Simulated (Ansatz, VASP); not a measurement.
Pt in VASP and in Ansatz

```
Pt
1.0
     0.00000    2.06386    1.94024
     2.06386    0.00000    1.94024
     2.06386    2.06386    0.00000
Pt
1
Direct
  0.00000 0.00000 0.00000
```

Alike in both runs: task single point; functional LDA; k mesh 22 × 22 × 22; occupations gaussian, width 0.15 eV; no spin polarisation.

|  | VASP | Ansatz |
| --- | --- | --- |
| version | VASP 6.6.1 | Ansatz 0.2.0 |
| potentials or method | VASP PAW LDA potentials, release 64 (Pt), cutoff 520 eV | scalar-relativistic, plane waves, PAW |
| valence electrons in the cell | 10 | 18 |

|  | VASP | Ansatz | Ansatz less VASP |
| --- | --- | --- | --- |
| gap on the k mesh at the Fermi level (eV) | none | none | - |
| pressure (GPa) | -24.8 | -25.3 | -0.48 |
| traceless stress, the component that is largest in VASP (GPa) | 2.18 | 2.15 | -0.024 |

LDA's correlation is that of Perdew and Zunger in VASP and of Perdew and Wang (1992) in Ansatz. A gap of «none» marks a metal or a gap that the smearing closes. VASP's potentials hold 10 valence electrons a cell and Ansatz's 18, so a difference there can come from the potentials and not from the codes.

Spin-orbit coupling is off throughout.
